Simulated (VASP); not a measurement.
Set up this calculation in VASP 6.6.1, as the native input.

```
Task                   : single point
Functional             : LDA
Potentials or basis    : VASP PAW LDA potentials, release 64 (Bi_d)
Cutoff                 : 520 eV
k mesh                 : 7 × 7 × 7
Occupations            : fermi-dirac, width 0.05 eV
Spin                   : no spin polarisation
Dipole correction      : no
Further INCAR settings : ALGO = Normal; EDIFF = 1e-06; NBANDS = 22
```

The structure of Bi lies in POSCAR:

```
Bi
1.0
    2.2973389482      1.3263692602      3.9898217322
   -2.2973389482      1.3263692602      3.9898217322
    0.0000000000     -2.6527385203      3.9898217322
Bi
2
Direct
    0.7660000000      0.7660000000      0.7660000000
    0.2340000000      0.2340000000      0.2340000000
```

This cell differs from its parent crystal: volume scaled by 1.04.

The input as run:

INCAR

```
ALGO     = Normal         # electronic algorithm
EDIFF    = 1E-6           # SCF threshold, eV
ENCUT    = 520            # plane-wave cutoff, eV
GGA      = CA             # functional
ISIF     = 2              # what is computed and relaxed
ISMEAR   = -1             # smearing method
LASPH    = True           # aspherical terms in the spheres
LCHARG   = False          # write CHGCAR
LREAL    = False          # projectors in reciprocal space
LWAVE    = False          # write WAVECAR
NBANDS   = 22             # bands
NELM     = 60             # most SCF steps
PREC     = Accurate       # precision mode
SIGMA    = 0.05           # smearing width, eV
```

KPOINTS

```
k-points
0
Gamma
  7 7 7
```

Potentials or basis: VASP PAW LDA potentials, release 64 (Bi_d).

Command:

```sh
$ cat potpaw_LDA.64/Bi_d/POTCAR > POTCAR
$ mpirun -np 1 vasp_std > vasp.out
```

Results of the run:

```
Pressure               : -3.2 GPa
Largest force          : 0.099 eV/Å
Band gap on the k mesh : 0.25 eV, indirect (least direct gap 0.50 eV)
```

Caveat: spin-orbit coupling is left out, which moves the levels of the heavy elements.

Run time: 31 s on 1 thread of Intel Xeon 6975P-C (shared host), peak memory 0.2 GiB.
